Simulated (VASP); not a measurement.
Input of a VASP 6.6.1 run:

The input INCAR:

```
SYSTEM = TiRh
ALGO = Normal
EDIFF = 1E-6
ENCUT = 520
ISIF = 2
ISMEAR = -1
LASPH = .TRUE.
LCHARG = .FALSE.
LREAL = .FALSE.
LWAVE = .FALSE.
NBANDS = 20
NELM = 80
PREC = Accurate
SIGMA = 0.05
```

File KPOINTS:

```
k-points
0
G
  12 12 11
  0 0 0
```

File POSCAR:

```
TiRh
1.0
    2.9467532106      0.0000000000      0.0000000000
    0.0000000000      2.9467532106      0.0000000000
    0.0000000000      0.0000000000      3.4444387195
Ti Rh
1 1
Direct
    0.5000000000      0.5000000000      0.5000000000
    0.0000000000      0.0000000000      0.0000000000
```

Potentials or basis: VASP PAW LDA potentials, release 64 (Ti_sv, Rh_pv).

Command:

```console
$ cat potpaw_LDA.64/Ti_sv/POTCAR potpaw_LDA.64/Rh_pv/POTCAR > POTCAR
$ mpirun -np 1 vasp_std > vasp.out
```

Question: What does it give for the pressure?

Answer: -11.8 GPa.
